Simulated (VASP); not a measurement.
A run of VASP 6.6.1 is set up as follows.

INCAR

```
PREC = Accurate
ENCUT = 520
EDIFF = 1E-6
ISMEAR = -1
SIGMA = 0.1
LREAL = F
LASPH = T
NELM = 100
ALGO = Normal
ISIF = 2
LWAVE = F
LCHARG = F
GGA = PS
NBANDS = 32
```

KPOINTS

```
Automatic mesh
0
Gamma
  3 3 1
```

POSCAR

```
Al12As
1.0
    5.7275650000      0.0000000000      0.0000000000
    2.8637820000      4.9602170000      0.0000000000
    0.0000000000      0.0000000000     17.6765370000
Al As
12 1
Direct
    0.1666684945      0.1666660955      0.0565721668
    0.6666715499      0.1666660955      0.0565721668
    0.1666709227      0.6666643818      0.0565721668
    0.6666739781      0.6666643818      0.0565721668
   -0.1561962002      0.3344611738      0.1947949420
    0.3696542652      0.2634562157      0.1901503671
   -0.1528633113      0.8061139261      0.1947666559
    0.3446915618      0.7548258473      0.1967127385
   -0.0008390195     -0.0790892818      0.3393707715
    0.5081903138     -0.0766095516      0.3351222018
   -0.0262632287      0.4327230039      0.3302626527
    0.4763514757      0.5032037913      0.3267268923
    0.6652629716      0.1441670798      0.4241894213
```

Potentials or basis: VASP PAW PBE potentials, release 64 (Al, As).

Run with:

```bash
$ cat potpaw_PBE.64/Al/POTCAR potpaw_PBE.64/As/POTCAR > POTCAR
$ mpirun -np 1 vasp_std > vasp.out
```

(1) Predict the band gap on the k mesh.

(2) Predict the largest force.

Results:

(1) zero (an odd number of electrons rules out a gap without spin polarisation).

(2) 2.100 eV/Å.

Caveat: the k points lie up to 0.42 Å⁻¹ apart, too coarse for converged energies and pressures of a metal; there is no dipole correction, which matters where the two faces differ; the PAW data sets were made with another functional, which shifts forces and pressure a little.
